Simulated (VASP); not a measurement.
# SnSe2 (P-3m1) in VASP: a series of runs, part 2 of 2

VASP 6.6.1.

### 4 Single point, PBEsol+D3(BJ) (strain -0.040 along x and y, +0.040 along z)

Contents of INCAR:

```
SYSTEM = SnSe2
PREC = Accurate ; ENCUT = 520
EDIFF = 1E-6 ; ISMEAR = 0
SIGMA = 0.05 ; LREAL = .FALSE.
LASPH = .TRUE. ; NELM = 80
ALGO = Normal ; ISIF = 2
LWAVE = .FALSE. ; LCHARG = .TRUE.
GGA = PS ; IVDW = 12
LELF = .TRUE. ; LVHAR = .TRUE.
NBANDS = 20
```

Contents of KPOINTS:

```
regular mesh
0
G
  12 12 6
  0 0 0
```

Contents of POSCAR:

```
SnSe2
1.0
    3.6585588303      0.0000000000      0.0000000000
   -1.8292794152      3.1684048883      0.0000000000
    0.0000000000      0.0000000000      6.3824800000
Sn Se
1 2
Direct
    0.0000000000      0.0000000000      0.0000000000
    0.3333333333      0.6666666667      0.2500000000
    0.6666666667      0.3333333333      0.7500000000
```

Run with:

```
$ cat potpaw_PBE.64/Sn_d/POTCAR potpaw_PBE.64/Se/POTCAR > POTCAR
$ mpirun -np 1 vasp_std > vasp.out
```

It took 44 s on 1 thread of Intel Xeon 6975P-C (Granite Rapids), shared host; peak memory 0.29 GiB.

The run converged. Its results:

```
Free energy                : -13.8725 eV
Pressure                   : 3.8 GPa
Largest force              : 0.523 eV/Å
Band gap on the k mesh     : 0.45 eV, indirect (least direct gap 1.12 eV)
Dispersion energy per atom : -0.342 eV
```

Forces on the atoms (eV/Å):
```
Sn   0.000  0.000  0.000
Se   0.000  0.000  0.523
Se   0.000  0.000 -0.523
```

Stress tensor (GPa, compression positive):
```
5.15 0.00 0.00
0.00 5.15 0.00
0.00 0.00 1.23
```

Levels at points of the mesh, in eV from the valence-band top:
| k point | band 11 | band 12 | band 13 | band 14 | band 15 | band 16 |
| --- | --- | --- | --- | --- | --- | --- |
| (0.00, 0.00, 0.00) | -0.52 | -0.18 | -0.18 | 1.34 | 3.24 | 4.83 |
| (0.50, 0.00, 0.00) | -2.63 | -1.66 | -0.41 | 1.04 | 3.62 | 4.97 |
| (0.00, 0.00, 0.50) | -0.59 | -0.05 | -0.05 | 2.85 | 3.19 | 4.63 |
| (0.50, 0.00, 0.50) | -2.50 | -1.15 | -0.73 | 0.45 | 3.71 | 4.41 |

Caveat: the cell differs from its parent crystal (strain -0.040 along x and y, +0.040 along z); the PAW data sets were made with another functional, which shifts forces and pressure a little; spin-orbit coupling is left out, which moves the levels of the heavy elements.

### 5 Single point, PBEsol+D3(BJ) (strain -0.040 along x and y, +0.080 along z)

Contents of INCAR:

```
SYSTEM = SnSe2
PREC = Accurate ; ENCUT = 520
EDIFF = 1E-6 ; ISMEAR = 0
SIGMA = 0.05 ; LREAL = .False.
LASPH = .True. ; NELM = 80
ALGO = Normal ; ISIF = 2
LWAVE = .False. ; LCHARG = .True.
GGA = PS ; IVDW = 12
LELF = .True. ; LVHAR = .True.
NBANDS = 20
```

Contents of KPOINTS:

```
regular mesh
0
Gamma
  12 12 6
  0 0 0
```

Changes to POSCAR since step 4:

```diff
@@ -4,3 +4,3 @@
    -1.8292794152      3.1684048883      0.0000000000
-    0.0000000000      0.0000000000      6.3824800000
+    0.0000000000      0.0000000000      6.6279600000
 Sn Se
```

Run with:

```
$ cat potpaw_PBE.64/Sn_d/POTCAR potpaw_PBE.64/Se/POTCAR > POTCAR
$ mpirun -np 1 vasp_std > vasp.out
```

Wall time 47 s (1 thread of Intel Xeon 6975P-C (Granite Rapids), shared host); peak memory 0.3 GiB.

Results (log left out):

| Item | Value |
| --- | --- |
| Free energy | -13.8502 eV |
| Pressure | 0.9 GPa |
| Largest force | 0.151 eV/Å |
| Band gap on the k mesh | 0.18 eV, indirect (least direct gap 0.92 eV) |
| Dispersion energy per atom | -0.329 eV |

Forces on the atoms (eV/Å):
```
Sn   0.000  0.000  0.000
Se   0.000  0.000 -0.151
Se   0.000  0.000  0.151
```

Stress tensor (GPa, compression positive):
```
 3.13  0.00  0.00
 0.00  3.13  0.00
 0.00  0.00 -3.66
```

Levels at points of the mesh, in eV from the valence-band top:
```csv
k point,band 9,band 10,band 11,band 12,band 13,band 14,band 15,band 16,band 17,band 18
"(0.00, 0.00, 0.00)",-1.17,-0.45,-0.45,-0.13,-0.13,1.09,3.32,4.77,4.77,7.02
"(0.50, 0.00, 0.00)",-5.09,-3.47,-2.46,-1.79,-0.49,0.83,3.47,4.82,5.13,5.59
"(0.00, 0.00, 0.50)",-2.89,-0.51,-0.51,-0.03,-0.03,2.64,3.21,4.62,4.62,7.45
"(0.50, 0.00, 0.50)",-5.37,-2.78,-2.35,-1.30,-0.74,0.18,3.39,4.27,5.00,5.71
```

Caveat: the cell differs from its parent crystal (strain -0.040 along x and y, +0.080 along z); the PAW data sets were made with another functional, which shifts forces and pressure a little; spin-orbit coupling is left out, which moves the levels of the heavy elements. A k mesh can miss the band edges.

### 6 Single point, PBEsol+D3(BJ) (strain +0.040 along x and y, -0.080 along z)

Contents of INCAR:

```
SYSTEM = SnSe2
ALGO = Normal
EDIFF = 1E-7
ENCUT = 520
GGA = PS
ISIF = 2
ISMEAR = 0
IVDW = 12
LASPH = .True.
LCHARG = .False.
LREAL = .False.
LWAVE = .False.
NBANDS = 20
NELM = 60
PREC = Accurate
SIGMA = 0.05
```

Contents of KPOINTS:

```
k-points
0
Gamma
  12 12 6
  0 0 0
```

Contents of POSCAR:

```
SnSe2
1.0
    3.9634387328      0.0000000000      0.0000000000
   -1.9817193664      3.4324386290      0.0000000000
    0.0000000000      0.0000000000      5.6460400000
Sn Se
1 2
Direct
    0.0000000000      0.0000000000      0.0000000000
    0.3333333333      0.6666666667      0.2500000000
    0.6666666667      0.3333333333      0.7500000000
```

Potentials or basis: VASP PAW PBE potentials, release 64 (Sn_d, Se).

Run with:

```
$ cat potpaw_PBE.64/Sn_d/POTCAR potpaw_PBE.64/Se/POTCAR > POTCAR
$ mpirun -np 1 vasp_std > vasp.out
```

It took 57 s on 1 thread of Intel Xeon 6975P-C (Granite Rapids), shared host; peak memory 0.3 GiB.

Results (log left out):

| Quantity | Value |
| --- | --- |
| Free energy | -13.7722 eV |
| Pressure | 0.2 GPa |
| Largest force | 1.089 eV/Å |
| Band gap on the k mesh | 0.05 eV, indirect (least direct gap 0.35 eV) |
| Dispersion energy per atom | -0.330 eV |

Forces in eV/Å, atoms in the order of the input:
```
Sn   0.000  0.000  0.000
Se   0.000  0.000  1.089
Se   0.000  0.000 -1.089
```

Stress tensor (GPa, compression positive):
```
-1.80  0.00  0.00
 0.00 -1.80  0.00
 0.00  0.00  4.12
```

Levels at points of the mesh, in eV from the valence-band top:
| k point | band 11 | band 12 | band 13 | band 14 | band 15 | band 16 |
| --- | --- | --- | --- | --- | --- | --- |
| (0.00, 0.00, 0.00) | -1.54 | -1.54 | -0.30 | 0.05 | 1.58 | 3.66 |
| (0.50, 0.00, 0.00) | -3.38 | -1.72 | -0.94 | 0.36 | 2.95 | 4.74 |
| (0.00, 0.00, 0.50) | -1.91 | -1.28 | -1.28 | 1.20 | 1.66 | 3.16 |
| (0.50, 0.00, 0.50) | -2.20 | -1.62 | -1.58 | 0.67 | 3.53 | 4.80 |

Caveat: the cell differs from its parent crystal (strain +0.040 along x and y, -0.080 along z); the PAW data sets were made with another functional, which shifts forces and pressure a little; spin-orbit coupling is left out, which moves the levels of the heavy elements. A k mesh can miss the band edges.

### 7 Summary

```tsv
cell	gap on the mesh (eV)	pressure (GPa)	largest force (eV/Å)
a = 3.659, b = 3.659, c = 6.137 Å, angles 90.0, 90.0, 120.0°, 3 atoms	0.68	7.5	1.25
a = 3.811, b = 3.811, c = 5.892 Å, angles 90.0, 90.0, 120.0°, 3 atoms	0.45	3.4	1.19
a = 3.659, b = 3.659, c = 6.382 Å, angles 90.0, 90.0, 120.0°, 3 atoms	0.45	3.8	0.52
a = 3.659, b = 3.659, c = 6.628 Å, angles 90.0, 90.0, 120.0°, 3 atoms	0.18	0.9	0.15
a = 3.963, b = 3.963, c = 5.646 Å, angles 90.0, 90.0, 120.0°, 3 atoms	0.05	0.2	1.09
```

Alike in all rows: task single point; level PBEsol+D3(BJ); potentials or basis VASP PAW PBE potentials, release 64 (Sn_d, Se); no spin polarisation; k mesh 12 × 12 × 6; cutoff (eV) 520; smearing gaussian 0.05 eV.

Caveats: the PAW data sets were made with another functional, which shifts forces and pressure a little; spin-orbit coupling is left out, which moves the levels of the heavy elements.

Total energies depend on the potentials used, so only differences within one code and one set of settings carry meaning.
